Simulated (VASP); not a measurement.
The system is CsBr.

```
Cs Br
1.0
     4.31960    0.00000    0.00000
     0.00000    4.31960    0.00000
     0.00000    0.00000    4.31960
Cs Br
1 1
Direct
  0.00000 0.00000 0.00000
  0.50000 0.50000 0.50000
```

Base run:

| Property | Result |
| --- | --- |
| Program | VASP 6.6.1 |
| Functional | r2SCAN |
| Potentials or basis | VASP PAW PBE potentials, release 64 (Cs_sv, Br) |
| Cutoff | 550 eV |
| k mesh | 4 × 4 × 4 |
| Occupations | gaussian, width 0.01 eV |
| Spin | no spin polarisation |

Its results: band gap on the k mesh 5.18 eV; pressure 0.1 GPa.

**Question.** The run is repeated on the same cell with these changes: functional from r2SCAN to PBE0; cutoff from 550 eV to 400 eV. What comes out?

**Answer.** Band gap on the k mesh 6.31 eV (least direct gap 6.32 eV); pressure 0.2 GPa.

Caveats: the PAW data sets were made with another functional, which shifts forces and pressure a little; spin-orbit coupling is left out, which moves the levels of the heavy elements.

